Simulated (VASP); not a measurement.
Here is a VASP 6.6.1 calculation.

File INCAR:

```
PREC     = Accurate       # precision mode
ENCUT    = 520            # plane-wave cutoff, eV
EDIFF    = 1E-6           # SCF threshold, eV
ISMEAR   = 0              # smearing method
SIGMA    = 0.1            # smearing width, eV
LREAL    = False          # projectors in reciprocal space
LASPH    = True           # aspherical terms in the spheres
NELM     = 60             # most SCF steps
ALGO     = Normal         # electronic algorithm
ISIF     = 2              # what is computed and relaxed
LWAVE    = False          # write WAVECAR
LCHARG   = False          # write CHGCAR
GGA      = PE             # functional
NBANDS   = 42             # bands
```

The input KPOINTS:

```
Automatic mesh
0
Gamma
  6 6 4
```

POSCAR

```
Sn3O4
1.0
    9.4766205343     -1.6360676814      0.1009838647
    9.4766205343      1.6360676814      0.1009838647
   -3.7371482344      0.0000000000      4.3400707954
Sn O
3 4
Direct
    0.7503082774      0.7503082774      0.7547106643
    0.2496917226      0.2496917226      0.2452893357
    0.0000000000      0.0000000000      0.0000000000
    0.1772409259      0.1772409259      0.4258134289
    0.8227590741      0.8227590741      0.5741865711
    0.6800493327      0.6800493327      0.9356553071
    0.3199506673      0.3199506673      0.0643446929
```

Potentials or basis: VASP PAW PBE potentials, release 64 (Sn_d, O).

Command:

```bash
$ cat potpaw_PBE.64/Sn_d/POTCAR potpaw_PBE.64/O/POTCAR > POTCAR
$ mpirun -np 1 vasp_std > vasp.out
```

Task: What does it give for the pressure?

Result: 0.3 GPa.

Task: Predict the band gap on the k mesh.

Result: Zero (bands 33 and 34 overlap by 0.37 eV).

Forces in eV/Å, atoms in the order of the input:
```
Sn   0.009  0.000  0.022
Sn  -0.009  0.000 -0.022
Sn   0.000  0.000  0.000
O   -0.030  0.000 -0.054
O    0.030  0.000  0.054
O   -0.044  0.000 -0.004
O    0.044  0.000  0.004
```

Caveat: semilocal functionals underestimate gaps, and a narrow one can read as zero; spin-orbit coupling is left out, which moves the levels of the heavy elements.
